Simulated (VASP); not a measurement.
GaN (rocksalt type), 2 atoms in the cell. Symmetry: Fm-3m, No. 225, cubic system. Conventional cell: a = 4.309 Å, b = 4.309 Å, c = 4.309 Å, α = 90.00°, β = 90.00°, γ = 90.00°. Ga (site symmetry m-3m) has 6 N at 2.15 Å within 2.9 Å. Within 2.9 Å of N (site symmetry m-3m) lie 6 Ga at 2.15 Å. 

* Program: VASP 6.6.1
* Task: relaxation of cell and atoms
* Functional: PBEsol
* Potentials or basis: VASP PAW PBE potentials, release 64 (Ga_d, N)
* Cutoff: 600 eV
* k mesh: 17 × 17 × 17
* Occupations: fermi-dirac, width 0.05 eV
* Spin: no spin polarisation
* Dipole correction: no
* Further INCAR settings: ALGO = Normal; EDIFF = 1e-07; IBRION = 2; EDIFFG = -0.005; NSW = 60; ISIF = 3

Potentials or basis: VASP PAW PBE potentials, release 64 (Ga_d, N).

Run with:

```sh
$ cat potpaw_PBE.64/Ga_d/POTCAR potpaw_PBE.64/N/POTCAR > POTCAR
$ mpirun -np 1 vasp_std > vasp.out
```

Hardware: 1 thread of Intel(R) Xeon(R) Platinum 8259CL CPU @ 2.50GHz (Skylake/Cascade Lake), with other jobs on the host.

Question: Estimate the wall time of this run.

Answer: It took 110 s on 1 thread of Intel(R) Xeon(R) Platinum 8259CL CPU @ 2.50GHz (Skylake/Cascade Lake), on a shared host, peak memory 0.19 GiB. Counts: scf iterations 47, k points 165, ion steps 6.
